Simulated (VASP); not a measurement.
# Fe (Fmmm) in VASP: a series of runs

The runs below take Fe through single point, with LDA, PBEsol, PBE.

Program: VASP 6.6.1. These are calculated values, not measurements. Logs are shortened: lines on timing, memory, paths and dates and some standing lists are left out, and cuts for length are marked.

## Step 1: The cell of the first run

The structure is orthorhombic, space group Fmmm (No. 69). Conventional cell: a = 2.997 Å, b = 3.883 Å, c = 3.930 Å, α = 90.00°, β = 90.00°, γ = 90.00°. Fe (site symmetry mmm) has 14 Fe at 2.45 to 3.00 Å within 3.2 Å.

## Step 2: Single point, LDA, collinear spin, ferromagnetic start

File INCAR:

```
PREC     = Accurate       # precision mode
ENCUT    = 520            # plane-wave cutoff, eV
EDIFF    = 1E-6           # SCF threshold, eV
ISMEAR   = -1             # smearing method
SIGMA    = 0.05           # smearing width, eV
LREAL    = False          # projectors in reciprocal space
LASPH    = True           # aspherical terms in the spheres
NELM     = 150            # most SCF steps
ALGO     = Normal         # electronic algorithm
ISIF     = 2              # what is computed and relaxed
LWAVE    = False          # write WAVECAR
LCHARG   = True           # write CHGCAR
ISPIN    = 2              # spin polarisation
MAGMOM   = 3              # initial moments
LORBIT   = 11             # projections on sites
LMAXMIX  = 4              # l up to which the mixer works
GGA      = CA             # functional
LELF     = True           # ELF
LVHAR    = True         
NBANDS   = 14             # bands
```

File KPOINTS:

```
Automatic mesh
0
Gamma
  13 13 13
```

File POSCAR:

```
Fe
1.0
    0.0000000000      1.9417396906      1.9651051623
    1.4984397099      0.0000000000      1.9651051623
    1.4984397099      1.9417396906      0.0000000000
Fe
1
Direct
    0.0000000000      0.0000000000      0.0000000000
```

Potentials or basis: VASP PAW LDA potentials, release 64 (Fe).

The run is started by

```sh
cat potpaw_LDA.64/Fe/POTCAR > POTCAR
mpirun -np 1 vasp_std > vasp.out
```

OUTCAR:

```text
PREC = Accurate
   ENCUT = 520
   EDIFF = 1E-6
   ISMEAR = -1
   LREAL = False
   LASPH = True
   NELM = 150
   ISIF = 2
   ISPIN = 2
   LORBIT = 11
   GGA = CA

 ion  position               nearest neighbor table
   1  0.000  0.000  0.000-

  LATTYP: Found a face centered orthorhombic cell.
 ALAT       =     2.9968794198
 B/A-ratio  =     1.2958410524
 C/A-ratio  =     1.3114342535

  Lattice vectors:

 A1 = (   0.0000000000,   1.9417396906,   1.9651051623)
 A2 = (   1.4984397099,   0.0000000000,   1.9651051623)
 A3 = (   1.4984397099,   1.9417396906,   0.0000000000)

Analysis of symmetry for initial positions (statically):
=====================================================================
 Subroutine PRICEL returns:
 Original cell was already a primitive cell.

 Routine SETGRP: Setting up the symmetry group for a
 face centered orthorhombic supercell.

 Subroutine GETGRP returns: Found  8 space group operations
 (whereof  8 operations were pure point group operations)
 out of a pool of  8 trial point group operations.

The static configuration has the point symmetry D_2h.

Analysis of symmetry for dynamics (positions and initial velocities):
=====================================================================
 Subroutine PRICEL returns:
 Original cell was already a primitive cell.

 Routine SETGRP: Setting up the symmetry group for a
 face centered orthorhombic supercell.

 Subroutine GETGRP returns: Found  8 space group operations
 (whereof  8 operations were pure point group operations)
 out of a pool of  8 trial point group operations.

The dynamic configuration has the point symmetry D_2h.

Analysis of structural, dynamic, and magnetic symmetry:
=====================================================================
 Subroutine PRICEL returns:
 Original cell was already a primitive cell.

 Routine SETGRP: Setting up the symmetry group for a
 face centered orthorhombic supercell.

 Subroutine GETGRP returns: Found  8 space group operations
 (whereof  8 operations were pure point group operations)
 out of a pool of  8 trial point group operations.

The overall configuration has the point symmetry D_2h.

 Subroutine INISYM returns: Found  8 space group operations
 (whereof  8 operations are pure point group operations),
 and found     1 'primitive' translations

----------------------------------------------------------------------------------------

                                     Primitive cell

  volume of cell :      11.4353

  direct lattice vectors                    reciprocal lattice vectors
     0.000000000  1.941739691  1.965105162    -0.333680426  0.257501045  0.254439309
     1.498439710  0.000000000  1.965105162     0.333680426 -0.257501045  0.254439309
     1.498439710  1.941739691  0.000000000     0.333680426  0.257501045 -0.254439309

  length of vectors
     2.762605894  2.471226388  2.452687218     0.492329947  0.492329947  0.492329947

  position of ions in fractional coordinates (direct lattice)
     0.000000000  0.000000000  0.000000000

  ion indices of the primitive-cell ions
   primitive index   ion index
                 1           1

----------------------------------------------------------------------------------------

 KPOINTS: Automatic mesh

Automatic generation of k-mesh.
 Grid dimensions read from file:
 generate k-points for:   13   13   13

 Generating k-lattice:

  Cartesian coordinates                     Fractional coordinates (reciprocal lattice)
    -0.025667725  0.019807773  0.019572255     0.076923077  0.000000000  0.000000000
     0.025667725 -0.019807773  0.019572255     0.000000000  0.076923077 -0.000000000
     0.025667725  0.019807773 -0.019572255     0.000000000 -0.000000000  0.076923077

  Length of vectors
     0.037871534  0.037871534  0.037871534

  Shift w.r.t. Gamma in fractional coordinates (k-lattice)
     0.000000000  0.000000000  0.000000000

 Subroutine IBZKPT returns following result:
 ===========================================

 Found    343 irreducible k-points:

 Following reciprocal coordinates:
            Coordinates               Weight
  0.000000  0.000000  0.000000      1.000000
  0.076923  0.000000 -0.000000      8.000000
  0.153846 -0.000000  0.000000      8.000000
  0.230769 -0.000000 -0.000000      8.000000
  0.307692 -0.000000  0.000000      8.000000
  0.384615  0.000000  0.000000      8.000000
[... 16 lines left out ...]
  0.384615  0.153846  0.000000      8.000000
  0.461538  0.153846 -0.000000      8.000000
 [... further k-points ...]
   k-points           NKPTS =    343   k-points in BZ     NKDIM =    343   number of bands    NBANDS=     14
   number of dos      NEDOS =    301   number of ions     NIONS =      1
   total plane-waves  NPLWV =   7776
   dimension x,y,z NGX =    24 NGY =   18 NGZ =   18
   dimension x,y,z NGXF=    48 NGYF=   36 NGZF=   36
   ions per type =               1
   NGX,Y,Z   is equivalent  to a cutoff of  14.44, 12.11, 12.20 a.u.
   NGXF,Y,Z  is equivalent  to a cutoff of  28.89, 24.22, 24.40 a.u.
 SYSTEM =  unknown system
   PREC   = accura    normal or accurate (medium, high low for compatibility)
   ISTART =      0    job   : 0-new  1-cont  2-samecut
   ICHARG =      2    charge: 1-file 2-atom 10-const
   ISPIN  =      2    spin polarized calculation?
   LNONCOLLINEAR =      F non collinear calculations
   LSORBIT =      F    spin-orbit coupling
   LASPH  =      T    aspherical Exc in radial PAW
   ENCUT  =  520.0 eV  38.22 Ry    6.18 a.u.   5.14  4.59  4.56*2*pi/ulx,y,z
   NELM   =    150;   NELMIN=  2; NELMDL= -5     # of ELM steps
   EDIFF  = 0.1E-05   stopping-criterion for ELM
   LREAL  =      F    real-space projection
   EDIFFG = 0.1E-04   stopping-criterion for IOM
   NSW    =      0    number of steps for IOM
   IBRION =     -1    ionic relax: 0-MD 1-quasi-New 2-CG
   NFREE  =      0    steps in history (QN), initial steepest desc. (CG)
   ISIF   =      2    stress and relaxation
   ISYM   =      2    0-nonsym 1-usesym 2-fastsym
   POTIM  = 0.5000    time-step for ionic-motion
   TEBEG  =    0.0;   TEEND  =   0.0 temperature during run
   PSTRESS=    0.0 pullay stress
   NELECT =       8.0000    total number of electrons
   NUPDOWN=      -1.0000    fix difference up-down
   EMIN   =  10.00;   EMAX   =-10.00  energy-range for DOS
   EFERMI =   0.00;   METHOD = LEGACY
   ISMEAR =    -1;   SIGMA  =   0.05  broadening in eV -4-tet -1-fermi 0-gaus
   EFERMI_NEDOS =   21; number of points for ismear=-14 and -15
   IALGO  =     38    algorithm
   IMIX   =      4    mixing-type and parameters
     AMIX     =   0.40;   BMIX     =  1.00
     AMIX_MAG =   1.60;   BMIX_MAG =  1.00
  volume/ion in A,a.u.               =      11.44        77.17
  Fermi-wavevector in a.u.,A,eV,Ry     =   1.453303  2.746344 28.736719  2.112089
  Thomas-Fermi vector in A             =   2.570585
   LORBIT       =     11    0 simple, 1 ext, 2 COOP (PROOUT), +10 PAW based schemes
   GGA     = CA    functional components
   LHFCALC =     F    Hartree Fock is set to
   AEXX    =    0.0000 exact exchange contribution
   IVDW    =     0    specifies the selected vdW correction
   LEPSILON=     F    determine dielectric tensor
   LRPA    =     F    only Hartree local field effects (RPA)
 spin polarized calculation
  energy-cutoff  :      520.00
  volume of cell :       11.44
 maximum number of plane-waves:       337
 NGX is ok and might be reduce to    24
   NGX = 11   NGY =  9   NGZ =  9

 number of electron       8.0000000 magnetization       2.1075854

 Free energy of the ion-electron system (eV)
  ---------------------------------------------------
  ext. energy  EPLUGINS =         0.00000000
  ---------------------------------------------------
  free energy    TOTEN  =        -9.13829355 eV

  energy without entropy =       -9.12886283  energy(sigma->0) =       -9.13357819

 E-fermi :   5.6544     XC(G=0): -13.3796

 val. band max:        5.6539032531   @ k =  -0.3077   0.3846   0.2308
 cond. band min:       5.6555528463   @ k =  -0.0769   0.2308   0.3077
 fundamental gap:      0.0016495932
 Fermi energy:         5.6544476179

 spin component 1

 k-point     1 :       0.0000    0.0000    0.0000
  band No.  band energies     occupation
      1      -2.8706      1.00000
      2       3.1968      1.00000
      3       3.2993      1.00000
      4       3.6665      1.00000
      5       4.4489      1.00000
      6       4.8567      1.00000
      7      29.3371      0.00000
      8      30.8223      0.00000
      9      31.0811      0.00000
     10      35.0474      0.00000
     11      36.1113      0.00000
     12      36.3002      0.00000
     13      36.7754      0.00000
     14      36.8545      0.00000
[... 375 lines left out ...]
 k-point    24 :       0.4615    0.1538   -0.0000
  band No.  band energies     occupation
      1       1.1397      1.00000
      2       2.5323      1.00000
      3       3.2842      1.00000
      4       4.4321      1.00000
      5       5.1898      0.99991
      6       6.9526      0.00000
      7      15.3319      0.00000
      8      21.1203      0.00000
      9      25.7228      0.00000
     10      31.3819      0.00000
     11      34.6304      0.00000
     12      38.0451      0.00000
     13      44.3546      0.00000
     14      45.9712      0.00000

 [... further k-points ...]

 spin component 2

 k-point     1 :       0.0000    0.0000    0.0000
  band No.  band energies     occupation
      1      -2.5008      1.00000
      2       4.8739      1.00000
      3       5.0064      1.00000
      4       5.4688      0.97618
      5       6.5867      0.00000
      6       7.1387      0.00000
      7      29.4809      0.00000
      8      30.9905      0.00000
      9      31.2692      0.00000
     10      35.6067      0.00000
     11      36.4666      0.00000
     12      37.1186      0.00000
     13      37.5730      0.00000
     14      37.6571      0.00000
[... 375 lines left out ...]
 k-point    24 :       0.4615    0.1538   -0.0000
  band No.  band energies     occupation
      1       2.1439      1.00000
      2       4.1104      1.00000
      3       4.5278      1.00000
      4       6.4801      0.00000
      5       7.3683      0.00000
      6       8.5677      0.00000
      7      16.3214      0.00000
      8      21.7988      0.00000
      9      26.3092      0.00000
     10      31.8454      0.00000
     11      35.1964      0.00000
     12      38.6637      0.00000
     13      44.7485      0.00000
     14      46.6254      0.00000

 [... further k-points ...]
[... 5 lines left out ...]
  --------------------------------------------------------------------------------------
  -------------------------------------------------------------------------------------
  Total       -1.8014613     -1.1265764     -1.2379207      0.0000000      0.0000000      0.0000000
  in kB     -252.4000613   -157.8429385   -173.4432271      0.0000000      0.0000000      0.0000000
  external PRESSURE =    -194.5620756 kB  Pullay stress =       0.0000000 kB

 VOLUME and BASIS-vectors are now :
 -----------------------------------------------------------------------------
  energy-cutoff  :      520.00
  volume of cell :       11.44
      direct lattice vectors                 reciprocal lattice vectors
     0.000000000  1.941739691  1.965105162    -0.333680426  0.257501045  0.254439309
     1.498439710  0.000000000  1.965105162     0.333680426 -0.257501045  0.254439309
     1.498439710  1.941739691  0.000000000     0.333680426  0.257501045 -0.254439309

 POSITION                                       TOTAL-FORCE (eV/Angst)
 -----------------------------------------------------------------------------------
      0.00000      0.00000      0.00000         0.000000      0.000000      0.000000
 -----------------------------------------------------------------------------------
    total drift:                                0.000000     -0.000000      0.000000

  FREE ENERGIE OF THE ION-ELECTRON SYSTEM (eV)
  ---------------------------------------------------
  free  energy   TOTEN  =        -9.1382935492 eV

  energy  without entropy=       -9.1288628271  energy(sigma->0) =       -9.13357819

 total charge

# of ion       s       p       d       tot
------------------------------------------
    1        0.486   0.528   6.253   7.267

 magnetization (x)

# of ion       s       p       d       tot
------------------------------------------
    1       -0.011  -0.033   2.127   2.083
```

It took 34 s on 1 thread of Intel Xeon 6975P-C (Granite Rapids), shared host; peak memory 0.19 GiB.

What came out:

```yaml
Free_energy: -9.1383 eV
Pressure: -19.5 GPa
Net_moment: 2.11 μB per cell
Site_moments: Fe +2.08 μB
Valence_electrons_inside_the_program's_atomic_spheres: Fe 7.27
```

Stress tensor (GPa, compression positive):
```
-25.24   0.00   0.00
  0.00 -15.78   0.00
  0.00   0.00 -17.34
```

Levels at points of the mesh, in eV from the Fermi level:
Spin up:
| k point | band 3 | band 4 | band 5 | band 6 | band 7 | band 8 |
| --- | --- | --- | --- | --- | --- | --- |
| (0.00, 0.00, 0.00) | -2.36 | -1.99 | -1.21 | -0.80 | 23.68 | 25.17 |
Spin down:
```tsv
k point	band 1	band 2	band 3	band 4	band 5	band 6	band 7	band 8
(0.00, 0.00, 0.00)	-8.16	-0.78	-0.65	-0.19	0.93	1.48	23.83	25.34
```

(Part 1 of 2 ends here.)
